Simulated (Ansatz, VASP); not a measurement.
**HfO2: VASP beside Ansatz**

The input INCAR:

```
PREC = Accurate
ENCUT = 600
EDIFF = 1E-6
ISMEAR = -1
SIGMA = 0.05
LREAL = F
LASPH = T
NELM = 100
ALGO = Normal
ISIF = 3
LWAVE = F
LCHARG = F
GGA = PS
IVDW = 12
IBRION = 2
NSW = 60
EDIFFG = -0.01
```

The input KPOINTS:

```
Automatic mesh
0
Gamma
  5 8 4
```

The input POSCAR:

```
HfO2
1.0
    5.5563950000      0.0000000000      0.0000000000
    0.0000000000      3.3335970000      0.0000000000
    0.0000000000      0.0000000000      6.5049950000
Hf O
4 8
Direct
    0.7486820000      0.7500000000      0.6078710000
    0.2513180000      0.2500000000      0.3921290000
    0.2486820000      0.7500000000      0.8921290000
    0.7513180000      0.2500000000      0.1078710000
    0.6394990000      0.2500000000      0.4234000000
    0.3605010000      0.7500000000      0.5766000000
    0.1394990000      0.2500000000      0.0766000000
    0.8605010000      0.7500000000      0.9234000000
    0.5207940000      0.2500000000      0.8414530000
    0.4792060000      0.7500000000      0.1585470000
    0.0207940000      0.2500000000      0.6585470000
    0.9792060000      0.7500000000      0.3414530000
```

input.yaml

```yaml
crystal:
  lattice:
    - [5.556395, 0.0, 0.0]
    - [0.0, 3.333597, 0.0]
    - [0.0, 0.0, 6.504995]
  atoms:
    - { symbol: Hf, position: [0.748682, 0.75, 0.607871] }
    - { symbol: Hf, position: [0.251318, 0.25, 0.392129] }
    - { symbol: Hf, position: [0.248682, 0.75, 0.892129] }
    - { symbol: Hf, position: [0.751318, 0.25, 0.107871] }
    - { symbol: O, position: [0.639499, 0.25, 0.4234] }
    - { symbol: O, position: [0.360501, 0.75, 0.5766] }
    - { symbol: O, position: [0.139499, 0.25, 0.0766] }
    - { symbol: O, position: [0.860501, 0.75, 0.9234] }
    - { symbol: O, position: [0.520794, 0.25, 0.841453] }
    - { symbol: O, position: [0.479206, 0.75, 0.158547] }
    - { symbol: O, position: [0.020794, 0.25, 0.658547] }
    - { symbol: O, position: [0.979206, 0.75, 0.341453] }
hamiltonian:
  xc: pbesol
  pseudopotentials: { kind: paw }
  dispersion: d3bj
kpoints:
  mp_grid: { grid: [5, 8, 4] }
scf:
  occupations: { method: fermi_dirac, width: 0.05 }
output:
  forces: true
  stress: true
  eigenvalues: true
  write_density: true
  write_potential: true
  elf: true
  volumetric_format: npy
relax:
  f_tol: 0.01
  max_steps: 40
  cell: { stress_tol: 0.05 }
```

Alike in both runs: task relaxation of cell and atoms; functional PBEsol; dispersion D3(BJ); k mesh 5 × 8 × 4; occupations fermi-dirac, width 0.05 eV; no spin polarisation.

|  | VASP | Ansatz |
| --- | --- | --- |
| version | VASP 6.6.1 | Ansatz 0.2.0 |
| potentials or method | VASP PAW PBE potentials, release 64 (Hf_pv, O) | Ansatz PAW |
| plane-wave cutoff (eV) | 600 | 420 |
| valence electrons in the cell | 88 | 152 |

|  | VASP | Ansatz | Ansatz less VASP |
| --- | --- | --- | --- |
| gap on the k mesh at the Fermi level, each at its own relaxed structure (eV) | 3.22 | 3.27 | +0.047 |
| relaxed volume (Å³/atom) | 9.50 | 9.63 | +0.134 |
| relaxed length of the cell vector where the two differ most in proportion (Å) | 3.253 | 3.271 | +0.0176 |

VASP's potentials were made for PBE, not for PBEsol. VASP's potentials hold 88 valence electrons a cell and Ansatz's 152, so a difference there can come from the potentials and not from the codes.

Spin-orbit coupling is off throughout. Noted on Ansatz's run: Pulay correction over one GPa; odd divisions of the mesh miss points on the zone boundary, where band edges often lie, so the gap on the mesh can be too wide; the plane-wave basis is chosen anew once the cell has moved, so the energies of steps on either side of that aren't comparable.
